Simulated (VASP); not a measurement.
The system is TiAl.

```
Ti Al
1.0
     2.90499    0.00000    0.00000
    -1.45250    2.51580    0.00000
     0.00000    0.00000    4.73964
Ti Al
1 1
Direct
  0.00000 0.00000 0.00000
  0.33333 0.66667 0.50000
```

Base run:

| Property | Result |
| --- | --- |
| Program | VASP 6.6.1 |
| Functional | r2SCAN |
| Potentials or basis | VASP PAW PBE potentials, release 64 (Ti_sv, Al) |
| Cutoff | 520 eV |
| k mesh | 11 × 11 × 6 |
| Occupations | fermi-dirac, width 0.05 eV |
| Spin | no spin polarisation |

Its results: pressure -5.0 GPa.

Q: The run is repeated on the same cell with these changes: functional from r2SCAN to PBE. What comes out?

A: Pressure -3.7 GPa.

Caveats: the PAW data sets were made with another functional, which shifts forces and pressure a little (some runs).
